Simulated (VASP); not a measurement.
# CO in VASP: a series of runs

CO is run at these levels: PBE+D3(BJ); tasks: single point.

All numbers are computed with VASP 6.6.1; they aren't measurements. Logs are shortened: lines on timing, memory, paths and dates and some standing lists are left out, and cuts for length are marked.

### Step 1. The cell of the first run

The cell holds a disordered packing, 20 atoms: a = 7.742 Å, b = 7.742 Å, c = 7.742 Å, α = 90.00°, β = 90.00°, γ = 90.00°.

### Step 2. Single point, PBE+D3(BJ)

The input, INCAR:

```
ALGO = Normal
EDIFF = 1E-7
ENCUT = 520
GGA = PE
ISIF = 2
ISMEAR = -1
IVDW = 12
LASPH = T
LCHARG = F
LREAL = Auto
LWAVE = F
NBANDS = 66
NELM = 80
PREC = Accurate
SIGMA = 0.05
```

The input, KPOINTS:

```
k-points
0
Gamma
  1 1 1
```

The input, POSCAR:

```
CO
1.0
    7.7417530000      0.0000000000      0.0000000000
    0.0000000000      7.7417530000      0.0000000000
    0.0000000000      0.0000000000      7.7417530000
O C
10 10
Direct
    1.0035633395      0.2738396649      0.2097525769
    0.1759496951      0.6488993222      0.4825312155
    0.8716522967      0.8355994646      0.1360346704
    0.3819587529      0.1253536996      0.6679709335
    0.8865016426      0.3760565096      0.6249099694
    0.2550462043      0.8175649606     -0.0404855032
    0.8989160710      0.9614287875      0.5289226661
    0.4089985209      0.1949363627      0.2329645169
    0.6410533717      0.6567901760      0.4399763793
    0.6191788528      0.5356770368      0.9040245640
    0.9092719481      0.2744815550      0.0973752991
    0.2199633467      0.5993393121      0.3515500510
    0.7532187503      0.8805946598      0.0617804660
    0.4119625998      0.0062750318      0.5874209812
    1.0018155461      0.3331652360      0.7052113799
    0.1812562621      0.6935843382     -0.0672991994
    0.9018997274      0.9009720455      0.6624245934
    0.4427697128      0.1824548097      0.0904873352
    0.6328491745      0.5478787666      0.3421433386
    0.5191890846      0.5071450609      0.8005734661
```

Potentials or basis: VASP PAW PBE potentials, release 64 (O, C).

Run with:

```sh
$ cat potpaw_PBE.64/O/POTCAR potpaw_PBE.64/C/POTCAR > POTCAR
$ mpirun -np 1 vasp_gam > vasp.out
```

OUTCAR:

```text
EDIFF = 1E-7
   ENCUT = 520
   GGA = PE
   ISIF = 2
   ISMEAR = -1
   IVDW = 12
   LASPH = T
   LREAL = Auto
   NELM = 80
   PREC = Accurate
 IVDW          = 12

 ion  position               nearest neighbor table
   1  0.004  0.274  0.210-  11 1.14
   2  0.176  0.649  0.483-  12 1.14
   3  0.872  0.836  0.136-  13 1.14
   4  0.382  0.125  0.668-  14 1.14
   5  0.887  0.376  0.625-  15 1.14
   6  0.255  0.818  0.960-  16 1.14
   7  0.899  0.961  0.529-  17 1.13
   8  0.409  0.195  0.233-  18 1.14
   9  0.641  0.657  0.440-  19 1.14
  10  0.619  0.536  0.904-  20 1.14
  11  0.909  0.274  0.097-   1 1.14
  12  0.220  0.599  0.352-   2 1.14
  13  0.753  0.881  0.062-   3 1.14
  14  0.412  0.006  0.587-   4 1.14
  15  0.002  0.333  0.705-   5 1.14
  16  0.181  0.694  0.933-   6 1.14
  17  0.902  0.901  0.662-   7 1.13
  18  0.443  0.182  0.090-   8 1.14
  19  0.633  0.548  0.342-   9 1.14
  20  0.519  0.507  0.801-  10 1.14

  LATTYP: Found a simple cubic cell.
 ALAT       =     7.7417530000

  Lattice vectors:

 A1 = (   7.7417530000,   0.0000000000,   0.0000000000)
 A2 = (   0.0000000000,   7.7417530000,   0.0000000000)
 A3 = (   0.0000000000,   0.0000000000,   7.7417530000)

Analysis of symmetry for initial positions (statically):
=====================================================================
 Subroutine PRICEL returns:
 Original cell was already a primitive cell.

 Routine SETGRP: Setting up the symmetry group for a
 simple cubic supercell.

 Subroutine GETGRP returns: Found  1 space group operations
 (whereof  1 operations were pure point group operations)
 out of a pool of 48 trial point group operations.

The static configuration has the point symmetry C_1 .

Analysis of symmetry for dynamics (positions and initial velocities):
=====================================================================
 Subroutine PRICEL returns:
 Original cell was already a primitive cell.

 Routine SETGRP: Setting up the symmetry group for a
 simple cubic supercell.

 Subroutine GETGRP returns: Found  1 space group operations
 (whereof  1 operations were pure point group operations)
 out of a pool of 48 trial point group operations.

The dynamic configuration has the point symmetry C_1 .

 Subroutine INISYM returns: Found  1 space group operations
 (whereof  1 operations are pure point group operations),
 and found     1 'primitive' translations

----------------------------------------------------------------------------------------

                                     Primitive cell

  volume of cell :     463.9999

  direct lattice vectors                    reciprocal lattice vectors
     7.741753000  0.000000000  0.000000000     0.129169711  0.000000000  0.000000000
     0.000000000  7.741753000  0.000000000     0.000000000  0.129169711  0.000000000
     0.000000000  0.000000000  7.741753000     0.000000000  0.000000000  0.129169711

  length of vectors
     7.741753000  7.741753000  7.741753000     0.129169711  0.129169711  0.129169711

  position of ions in fractional coordinates (direct lattice)
     0.003563339  0.273839665  0.209752577
     0.175949695  0.648899322  0.482531216
     0.871652297  0.835599465  0.136034670
     0.381958753  0.125353700  0.667970934
     0.886501643  0.376056510  0.624909969
     0.255046204  0.817564961  0.959514497
     0.898916071  0.961428787  0.528922666
     0.408998521  0.194936363  0.232964517
     0.641053372  0.656790176  0.439976379
     0.619178853  0.535677037  0.904024564
     0.909271948  0.274481555  0.097375299
     0.219963347  0.599339312  0.351550051
     0.753218750  0.880594660  0.061780466
     0.411962600  0.006275032  0.587420981
     0.001815546  0.333165236  0.705211380
     0.181256262  0.693584338  0.932700801
     0.901899727  0.900972045  0.662424593
     0.442769713  0.182454810  0.090487335
     0.632849175  0.547878767  0.342143339
     0.519189085  0.507145061  0.800573466

  ion indices of the primitive-cell ions
   primitive index   ion index
                 1           1
                 2           2
                 3           3
                 4           4
                 5           5
                 6           6
                 7           7
                 8           8
                 9           9
                10          10
                11          11
                12          12
                13          13
                14          14
                15          15
                16          16
                17          17
                18          18
                19          19
                20          20

----------------------------------------------------------------------------------------

 KPOINTS: k-points

Automatic generation of k-mesh.
 Grid dimensions read from file:
 generate k-points for:    1    1    1

 Generating k-lattice:

  Cartesian coordinates                     Fractional coordinates (reciprocal lattice)
     0.129169711  0.000000000  0.000000000     1.000000000  0.000000000  0.000000000
     0.000000000  0.129169711  0.000000000     0.000000000  1.000000000  0.000000000
     0.000000000  0.000000000  0.129169711     0.000000000  0.000000000  1.000000000

  Length of vectors
     0.129169711  0.129169711  0.129169711

  Shift w.r.t. Gamma in fractional coordinates (k-lattice)
     0.000000000  0.000000000  0.000000000

 Subroutine IBZKPT returns following result:
 ===========================================

 Found      1 irreducible k-points:

 Following reciprocal coordinates:
            Coordinates               Weight
  0.000000  0.000000  0.000000      1.000000
   k-points           NKPTS =      1   k-points in BZ     NKDIM =      1   number of bands    NBANDS=     66
   number of dos      NEDOS =    301   number of ions     NIONS =     20
   total plane-waves  NPLWV = 216000
   dimension x,y,z NGX =    60 NGY =   60 NGZ =   60
   dimension x,y,z NGXF=   120 NGYF=  120 NGZF=  120
   ions per type =              10  10
   NGX,Y,Z   is equivalent  to a cutoff of  12.88, 12.88, 12.88 a.u.
   NGXF,Y,Z  is equivalent  to a cutoff of  25.77, 25.77, 25.77 a.u.
 SYSTEM =  unknown system
   PREC   = accura    normal or accurate (medium, high low for compatibility)
   ISTART =      0    job   : 0-new  1-cont  2-samecut
   ICHARG =      2    charge: 1-file 2-atom 10-const
   ISPIN  =      1    spin polarized calculation?
   LNONCOLLINEAR =      F non collinear calculations
   LSORBIT =      F    spin-orbit coupling
   LASPH  =      T    aspherical Exc in radial PAW
   ENCUT  =  520.0 eV  38.22 Ry    6.18 a.u.  14.39 14.39 14.39*2*pi/ulx,y,z
   NELM   =     80;   NELMIN=  2; NELMDL= -5     # of ELM steps
   EDIFF  = 0.1E-06   stopping-criterion for ELM
   LREAL  =      T    real-space projection
   EDIFFG = 0.1E-05   stopping-criterion for IOM
   NSW    =      0    number of steps for IOM
   IBRION =     -1    ionic relax: 0-MD 1-quasi-New 2-CG
   NFREE  =      0    steps in history (QN), initial steepest desc. (CG)
   ISIF   =      2    stress and relaxation
   ISYM   =      2    0-nonsym 1-usesym 2-fastsym
   POTIM  = 0.5000    time-step for ionic-motion
   TEBEG  =    0.0;   TEEND  =   0.0 temperature during run
   PSTRESS=    0.0 pullay stress
   NELECT =     100.0000    total number of electrons
   NUPDOWN=      -1.0000    fix difference up-down
   EMIN   =  10.00;   EMAX   =-10.00  energy-range for DOS
   EFERMI =   0.00;   METHOD = LEGACY
   ISMEAR =    -1;   SIGMA  =   0.05  broadening in eV -4-tet -1-fermi 0-gaus
   EFERMI_NEDOS =   21; number of points for ismear=-14 and -15
   IALGO  =     38    algorithm
   IMIX   =      4    mixing-type and parameters
     AMIX     =   0.40;   BMIX     =  1.00
     AMIX_MAG =   1.60;   BMIX_MAG =  1.00
  volume/ion in A,a.u.               =      23.20       156.56
  Fermi-wavevector in a.u.,A,eV,Ry     =   0.981527  1.854817 13.107784  0.963395
  Thomas-Fermi vector in A             =   2.112540
   LORBIT       =      0    0 simple, 1 ext, 2 COOP (PROOUT), +10 PAW based schemes
   GGA     = PE    functional components
   LHFCALC =     F    Hartree Fock is set to
   AEXX    =    0.0000 exact exchange contribution
   IVDW    =    12    specifies the selected vdW correction
   LEPSILON=     F    determine dielectric tensor
   LRPA    =     F    only Hartree local field effects (RPA)
 non-spin polarized calculation
  energy-cutoff  :      520.00
  volume of cell :      464.00
 maximum number of plane-waves:      6267
 NGX is ok and might be reduce to    60
   NGX = 29   NGY = 29   NGZ = 29

 number of electron     100.0000011 magnetization

 Free energy of the ion-electron system (eV)
  ---------------------------------------------------
  ext. energy  EPLUGINS =         0.00000000
  ---------------------------------------------------
  free energy    TOTEN  =      -147.73745694 eV

  energy without entropy =     -147.73745694  energy(sigma->0) =     -147.73745694

 E-fermi :  -3.8249     XC(G=0):  -6.3298

 val. band max:       -5.1328097108   @ k =   0.0000   0.0000   0.0000
 cond. band min:       0.6887076598   @ k =   0.0000   0.0000   0.0000
 fundamental gap:      5.8215173705
 Fermi energy:        -3.8249257116

 k-point     1 :       0.0000    0.0000    0.0000
  band No.  band energies     occupation
      1     -26.1053      2.00000
      2     -26.0289      2.00000
      3     -26.0120      2.00000
      4     -25.9889      2.00000
      5     -25.9605      2.00000
      6     -25.9010      2.00000
      7     -25.8956      2.00000
      8     -25.8329      2.00000
      9     -25.7512      2.00000
     10     -25.7283      2.00000
     11     -10.9098      2.00000
     12     -10.8152      2.00000
     13     -10.7542      2.00000
     14     -10.7250      2.00000
     15     -10.7141      2.00000
     16     -10.6600      2.00000
     17     -10.6079      2.00000
     18     -10.5798      2.00000
     19     -10.5053      2.00000
     20     -10.3612      2.00000
     21      -8.8722      2.00000
     22      -8.7251      2.00000
     23      -8.6571      2.00000
     24      -8.6120      2.00000
     25      -8.6055      2.00000
     26      -8.5535      2.00000
     27      -8.4743      2.00000
     28      -8.4618      2.00000
     29      -8.4383      2.00000
     30      -8.3955      2.00000
     31      -8.3470      2.00000
     32      -8.2670      2.00000
     33      -8.2419      2.00000
     34      -8.1873      2.00000
     35      -8.1719      2.00000
     36      -8.1454      2.00000
     37      -8.1450      2.00000
     38      -8.0991      2.00000
     39      -8.0623      2.00000
     40      -8.0203      2.00000
     41      -6.5580      2.00000
     42      -5.8286      2.00000
     43      -5.7712      2.00000
     44      -5.6960      2.00000
     45      -5.6179      2.00000
     46      -5.5395      2.00000
     47      -5.4483      2.00000
     48      -5.1945      2.00000
     49      -5.1780      2.00000
     50      -5.1328      2.00000
     51       0.6887      0.00000
     52       0.7170      0.00000
     53       0.8402      0.00000
     54       0.9565      0.00000
     55       1.0197      0.00000
     56       1.1624      0.00000
     57       1.1758      0.00000
     58       1.2650      0.00000
     59       1.3353      0.00000
     60       1.3567      0.00000
     61       1.4436      0.00000
     62       1.5182      0.00000
 [bands above 62 left out]

------------------------ aborting loop because EDIFF is reached ----------------------------------------

 Edisp (eV)   -1.16950

 E8    (eV) :    -0.3031

  FORCE on cell =-STRESS in cart. coord.  units (eV):
  Direction    XX          YY          ZZ          XY          YZ          ZX
  --------------------------------------------------------------------------------------
  -------------------------------------------------------------------------------------
  Total       2.87480     2.79924     4.82562    -0.06865     0.73323     1.13666
  in kB       9.92660     9.66569    16.66272    -0.23703     2.53184     3.92485
  external pressure =       12.09 kB  Pullay stress =        0.00 kB

 VOLUME and BASIS-vectors are now :
 -----------------------------------------------------------------------------
  energy-cutoff  :      520.00
  volume of cell :      464.00
      direct lattice vectors                 reciprocal lattice vectors
     7.741753000  0.000000000  0.000000000     0.129169711  0.000000000  0.000000000
     0.000000000  7.741753000  0.000000000     0.000000000  0.129169711  0.000000000
     0.000000000  0.000000000  7.741753000     0.000000000  0.000000000  0.129169711

 POSITION                                       TOTAL-FORCE (eV/Angst)
 -----------------------------------------------------------------------------------
      0.02759      2.12000      1.62385         0.560541      0.005636      0.690223
      1.36216      5.02362      3.73564        -0.234711      0.236288      0.635064
      6.74812      6.46900      1.05315         0.670220     -0.251967      0.416302
      2.95703      0.97046      5.17127        -0.123696      0.515179      0.321103
      6.86308      2.91134      4.83790        -0.568477      0.239988     -0.411941
      1.97450      6.32939      7.42832         0.452259      0.759218      0.158685
      6.95919      7.44314      4.09479        -0.024674      0.385560     -0.851011
      3.16637      1.50915      1.80355        -0.161316      0.021029      0.678661
      4.96288      5.08471      3.40619         0.055741      0.654034      0.587573
      4.79353      4.14708      6.99873         0.616204      0.183161      0.625938
      7.03936      2.12497      0.75386        -0.576619      0.010879     -0.674554
      1.70290      4.63994      2.72161         0.239067     -0.229088     -0.630686
      5.83123      6.81735      0.47829        -0.688517      0.265724     -0.410504
      3.18931      0.04858      4.54767         0.140731     -0.522847     -0.322272
      0.01406      2.57928      5.45957         0.595865     -0.233089      0.440179
      1.40324      5.36956      7.22074        -0.465244     -0.755530     -0.172522
      6.98228      6.97510      5.12833         0.009955     -0.383308      0.845774
      3.42781      1.41252      0.70053         0.146708     -0.033654     -0.682930
      4.89936      4.24154      2.64879        -0.032733     -0.687663     -0.600411
      4.01943      3.92619      6.19784        -0.611303     -0.179549     -0.642668
 -----------------------------------------------------------------------------------
    total drift:                               -0.018530      0.000857     -0.000618

  FREE ENERGIE OF THE ION-ELECTRON SYSTEM (eV)
  ---------------------------------------------------
  free  energy   TOTEN  =      -148.9069587969 eV

  energy  without entropy=     -148.9069587969  energy(sigma->0) =     -148.90695880
```

Run time: 44 s. Hardware: 1 thread of Intel Xeon Platinum 8488C (Sapphire Rapids), shared host; peak memory 0.42 GiB.

Results:

```
Free energy                : -148.9070 eV
Pressure                   : 1.2 GPa
Largest force              : 0.935 eV/Å
Dispersion energy per atom : -0.058 eV
```

Forces on the atoms (eV/Å):
```
O    0.561  0.006  0.690
O   -0.235  0.236  0.635
O    0.670 -0.252  0.416
O   -0.124  0.515  0.321
O   -0.568  0.240 -0.412
O    0.452  0.759  0.159
O   -0.025  0.386 -0.851
O   -0.161  0.021  0.679
O    0.056  0.654  0.588
O    0.616  0.183  0.626
C   -0.577  0.011 -0.675
C    0.239 -0.229 -0.631
C   -0.689  0.266 -0.411
C    0.141 -0.523 -0.322
C    0.596 -0.233  0.440
C   -0.465 -0.756 -0.173
C    0.010 -0.383  0.846
C    0.147 -0.034 -0.683
C   -0.033 -0.688 -0.600
C   -0.611 -0.180 -0.643
```

Caveat: the k points lie up to 0.81 Å⁻¹ apart, too coarse for converged energies, forces and pressures.

(Part 1 of 2 ends here.)
